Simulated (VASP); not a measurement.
Write the native input for VASP 6.6.1 that does the following.

```
Task                   : single point
Functional             : PBE
Potentials or basis    : VASP PAW PBE potentials, release 64 (W_sv, C)
Cutoff                 : 600 eV
k mesh                 : 6 × 6 × 6
Occupations            : gaussian, width 0.2 eV
Spin                   : no spin polarisation
Dipole correction      : no
Further INCAR settings : ALGO = Normal; EDIFF = 1e-06; NBANDS = 16
```

The structure of WC lies in POSCAR:

```
WC
1.0
    1.7744039014      1.0244525719      2.2377915226
   -1.7744039014      1.0244525719      2.2377915226
    0.0000000000     -2.0489051385      2.2377915250
W C
1 1
Direct
    0.1276640919      0.1276640919      0.1276640919
    0.8085973881      0.8085973881      0.8085973881
```

The input as run:

INCAR

```
PREC     = Accurate       # precision mode
ENCUT    = 600            # plane-wave cutoff, eV
EDIFF    = 1E-6           # SCF threshold, eV
ISMEAR   = 0              # smearing method
SIGMA    = 0.2            # smearing width, eV
LREAL    = F              # projectors in reciprocal space
LASPH    = T              # aspherical terms in the spheres
NELM     = 120            # most SCF steps
ALGO     = Normal         # electronic algorithm
ISIF     = 2              # what is computed and relaxed
LWAVE    = F              # write WAVECAR
LCHARG   = T              # write CHGCAR
GGA      = PE             # functional
LELF     = T              # ELF
LVHAR    = T            
NBANDS   = 16             # bands
GGA_COMPAT= F
```

KPOINTS

```
regular mesh
0
Gamma
  6 6 6
```

Potentials or basis: VASP PAW PBE potentials, release 64 (W_sv, C).

Run with:

```sh
$ cat potpaw_PBE.64/W_sv/POTCAR potpaw_PBE.64/C/POTCAR > POTCAR
$ mpirun -np 1 vasp_std > vasp.out
```

Results of the run:

| Quantity | Value |
| --- | --- |
| Pressure | 0.5 GPa |
| Largest force | 0.011 eV/Å |
| Band gap on the k mesh | zero (band 9 reaches 11.68 eV, above the bottom of band 10 at 9.04 eV) |

Caveat: the k points lie up to 0.37 Å⁻¹ apart; spin-orbit coupling is left out, which moves the levels of the heavy elements.

Wall time 4.8 s on 1 thread of Intel(R) Xeon(R) 6975P-C (Granite Rapids), on a shared host, peak memory 0.14 GiB.
